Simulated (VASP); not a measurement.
Here is a VASP 6.6.1 calculation.

The input INCAR:

```
SYSTEM = HfN
ALGO = Normal
EDIFF = 1E-6
ENCUT = 600
GGA = PE
GGA_COMPAT = .FALSE.
ISIF = 2
ISMEAR = 0
LASPH = .TRUE.
LCHARG = .TRUE.
LELF = .TRUE.
LREAL = .FALSE.
LVHAR = .TRUE.
LWAVE = .FALSE.
NBANDS = 40
NELM = 120
PREC = Accurate
SIGMA = 0.1
```

File KPOINTS:

```
k-points
0
G
  12 12 5
  0 0 0
```

Contents of POSCAR:

```
HfN
1.0
    3.1852628238      0.0000000000      0.0000000000
   -1.5926314119      2.7585185232      0.0000000000
    0.0000000000      0.0000000000     10.7271188354
Hf N
4 4
Direct
    0.0000000000      0.0000000000      0.0000000000
    0.3333333333      0.6666666667      0.2500000000
    0.0000000000      0.0000000000      0.5000000000
    0.6666666667      0.3333333333      0.7500000000
    0.6666666667      0.3333333333      0.1190590726
    0.6666666667      0.3333333333      0.3809409274
    0.3333333333      0.6666666667      0.6190590726
    0.3333333333      0.6666666667      0.8809409274
```

Potentials or basis: VASP PAW PBE potentials, release 64 (Hf_pv, N).

Run with:

```bash
$ cat potpaw_PBE.64/Hf_pv/POTCAR potpaw_PBE.64/N/POTCAR > POTCAR
$ mpirun -np 1 vasp_std > vasp.out
```

Estimate the pressure.

-2.4 GPa.

Estimate the band gap on the k mesh.

zero (bands 30 and 31 overlap by 0.86 eV).

Predict the largest force.

0.029 eV/Å.

Forces on the atoms (eV/Å):
```
Hf   0.000  0.000  0.000
Hf   0.000  0.000  0.000
Hf   0.000  0.000  0.000
Hf   0.000  0.000  0.000
N    0.000  0.000 -0.029
N    0.000  0.000  0.029
N    0.000  0.000 -0.029
N    0.000  0.000  0.029
```

Caveat: spin-orbit coupling is left out, which moves the levels of the heavy elements.
